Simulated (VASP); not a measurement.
Write the native input for VASP 6.6.1 that does the following.

```
Task                   : single point
Functional             : PBE
Dispersion             : D3(BJ)
Potentials or basis    : VASP PAW PBE potentials, release 64 (Be, C, H)
Cutoff                 : 520 eV
k mesh                 : 3 × 3 × 1
Occupations            : fermi-dirac, width 0.05 eV
Spin                   : no spin polarisation
Dipole correction      : no
Further INCAR settings : ALGO = Normal; EDIFF = 1e-06; NBANDS = 28
```

The structure of Be12HC lies in POSCAR:

```
Be12HC
1.0
    4.5800000000      0.0000000000      0.0000000000
    2.2900000000      3.9663960000      0.0000000000
    0.0000000000      0.0000000000     18.5884300000
Be C H
12 1 1
Direct
    0.0000000000      0.0000000000      0.0537969048
    0.5000000000      0.0000000000      0.0537969048
   -0.0000002521      0.5000005042      0.0537969048
    0.4999997479      0.5000005042      0.0537969048
   -0.1413814100      0.2541601998      0.1949868816
    0.2892432821      0.4042208594      0.1581736596
   -0.1035730782      0.8098535799      0.1885850499
    0.2886054477      0.8071559169      0.2499565590
   -0.0110626065      0.2345706278      0.3758789742
    0.8753839048     -0.2159643162      0.3326908190
    0.2628501206      0.3133827283      0.2842090483
    0.4017366581      0.6150419676      0.3536769915
    0.5719234960      0.1917861958      0.3741467138
    0.6109594504      0.0215308809      0.4163181076
```

These files were run (other wordings do the same):

INCAR

```
SYSTEM = Be12HC
ALGO     = Normal         ! electronic algorithm
EDIFF    = 1E-6           ! SCF threshold, eV
ENCUT    = 520            ! plane-wave cutoff, eV
GGA      = PE             ! functional
ISIF     = 2              ! what is computed and relaxed
ISMEAR   = -1             ! smearing method
IVDW     = 12             ! dispersion correction
LASPH    = .True.         ! aspherical terms in the spheres
LCHARG   = .False.        ! write CHGCAR
LREAL    = .False.        ! projectors in reciprocal space
LWAVE    = .False.        ! write WAVECAR
NBANDS   = 28             ! bands
NELM     = 100            ! most SCF steps
PREC     = Accurate       ! precision mode
SIGMA    = 0.05           ! smearing width, eV
```

KPOINTS

```
k-points
0
Gamma
  3 3 1
  0 0 0
```

Potentials or basis: VASP PAW PBE potentials, release 64 (Be, C, H).

Run with:

```sh
$ cat potpaw_PBE.64/Be/POTCAR potpaw_PBE.64/C/POTCAR potpaw_PBE.64/H/POTCAR > POTCAR
$ mpirun -np 1 vasp_std > vasp.out
```

Results of the run:

```
Largest force              : 2.382 eV/Å
Dispersion energy per atom : -0.166 eV
```

Caveat: the k points lie up to 0.53 Å⁻¹ apart.

It took 72 s on 1 thread of Intel(R) Xeon(R) Platinum 8375C CPU @ 2.90GHz (Ice Lake) (shared host), peak memory 0.44 GiB.
